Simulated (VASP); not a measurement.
Input of a VASP 6.6.1 run:

The input INCAR:

```
ALGO = Normal
EDIFF = 1E-6
ENCUT = 520
GGA = PE
ISIF = 2
ISMEAR = 0
LASPH = True
LCHARG = False
LREAL = False
LWAVE = False
NBANDS = 11
NELM = 60
PREC = Accurate
SIGMA = 0.01
```

KPOINTS

```
k-points
0
Gamma
  8 8 8
```

POSCAR

```
BeS
1.0
    0.0000000000      2.2912298533      2.2912298533
    2.2912298533      0.0000000000      2.2912298533
    2.2912298533      2.2912298533      0.0000000000
Be S
1 1
Direct
    0.0000000000      0.0000000000      0.0000000000
    0.5000000000      0.5000000000      0.5000000000
```

Potentials or basis: VASP PAW PBE potentials, release 64 (Be, S).

Launch:

```console
$ cat potpaw_PBE.64/Be/POTCAR potpaw_PBE.64/S/POTCAR > POTCAR
$ mpirun -np 1 vasp_std > vasp.out
```

Question: Predict the pressure.

Answer: 3.4 GPa.

Question: Estimate the band gap on the k mesh.

Answer: 1.02 eV, indirect (least direct gap 4.31 eV).

 A k mesh can miss the band edges.
